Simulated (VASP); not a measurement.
## SnO2: single point with PBE

SnO2:

```
Sn O
1.0
     0.00000    2.53347    2.53347
     2.53347    0.00000    2.53347
     2.53347    2.53347    0.00000
Sn O
1 2
Cartesian
  0.0000 0.0000 0.0000
  1.2667 1.2667 1.2667
  3.8002 3.8002 3.8002
```

```json
{
 "Program": "VASP 6.6.1",
 "Task": "single point",
 "Functional": "PBE",
 "Potentials or basis": "VASP PAW PBE potentials, release 64 (Sn_d, O)",
 "Cutoff": "520 eV",
 "k mesh": "8 × 8 × 8",
 "Occupations": "fermi-dirac, width 0.02 eV",
 "Spin": "no spin polarisation"
}
```

```yaml
Pressure: 10.0 GPa
Band_gap_on_the_k_mesh: 0.28 eV, indirect (least direct gap 1.68 eV)
```

Levels at points of the mesh, in eV from the valence-band top:
```tsv
k point	band 10	band 11	band 12	band 13	band 14	band 15	band 16	band 17
(0.00, 0.00, 0.00)	-2.93	-1.40	-1.40	-1.40	0.28	7.13	7.13	7.13
(0.50, 0.00, 0.00)	-3.43	-3.43	-2.14	-2.14	4.91	8.05	10.46	10.46
(0.50, 0.50, 0.00)	-5.57	-0.20	-0.20	-0.12	3.30	7.26	9.95	12.32
```

Wall time 16 s on 1 thread of Intel(R) Xeon(R) Platinum 8375C CPU @ 2.90GHz (Ice Lake) (shared host), peak memory 0.16 GiB.

Caveat: spin-orbit coupling is left out, which moves the levels of the heavy elements. A k mesh can miss the band edges.
